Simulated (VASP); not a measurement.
Write the native input for VASP 6.6.1 that does the following.

```
Task                               : single point
Functional                         : HSE06
Potentials or basis                : VASP PAW PBE potentials, release 64 (Be, Se)
Cutoff                             : 520 eV
k mesh                             : 6 × 6 × 6
Occupations                        : gaussian, width 0.01 eV
Spin                               : no spin polarisation
Dipole correction                  : no
Grid for exact exchange (PRECFOCK) : Normal
Further INCAR settings             : ALGO = Normal; EDIFF = 1e-06; NBANDS = 11
Share of exact exchange            : 0.25
Screening parameter                : 0.2079 1/Å
```

The system is BeSe.

```
Be Se
1.0
     0.00000    2.58104    2.58104
     2.58104    0.00000    2.58104
     2.58104    2.58104    0.00000
Be Se
1 1
Direct
  0.00000 0.00000 0.00000
  0.25000 0.25000 0.25000
```

These files were run (other wordings do the same):

POSCAR

```
BeSe
1.0
    0.0000000000      2.5810353788      2.5810353788
    2.5810353788      0.0000000000      2.5810353788
    2.5810353788      2.5810353788      0.0000000000
Be Se
1 1
Direct
    0.0000000000      0.0000000000      0.0000000000
    0.2500000000      0.2500000000      0.2500000000
```

INCAR.step1

```
ALGO = Normal
EDIFF = 1E-5
ENCUT = 520
GGA = PE
GGA_COMPAT = F
ISIF = 2
ISMEAR = 0
LASPH = T
LREAL = F
LWAVE = T
NBANDS = 11
NELM = 120
PREC = Accurate
SIGMA = 0.01
```

INCAR.step2

```
ALGO = Normal
EDIFF = 1E-6
ENCUT = 520
GGA = PE
GGA_COMPAT = F
HFSCREEN = 0.2079
ISIF = 2
ISMEAR = 0
ISTART = 1
LASPH = T
LCHARG = T
LELF = T
LHFCALC = T
LREAL = F
LVHAR = T
LWAVE = F
NBANDS = 11
NELM = 120
PREC = Accurate
PRECFOCK = Normal
SIGMA = 0.01
```

KPOINTS

```
k-points
0
Gamma
  6 6 6
```

Potentials or basis: VASP PAW PBE potentials, release 64 (Be, Se).

Launch:

```bash
$ cat potpaw_PBE.64/Be/POTCAR potpaw_PBE.64/Se/POTCAR > POTCAR
$ cp INCAR.step1 INCAR
$ mpirun -np 1 vasp_std > vasp.out
$ cp INCAR.step2 INCAR
$ mpirun -np 1 vasp_std > vasp.out
```

Results of the run:

```json
{"Pressure": "-0.8 GPa", "Band gap on the k mesh": "3.50 eV (least direct gap 5.37 eV)"}
```

Caveat: the PAW data sets were made with another functional, which shifts forces and pressure a little.

Wall time 7.6 min on 1 thread of Intel(R) Xeon(R) 6975P-C (Granite Rapids), on a shared host, peak memory 0.28 GiB.
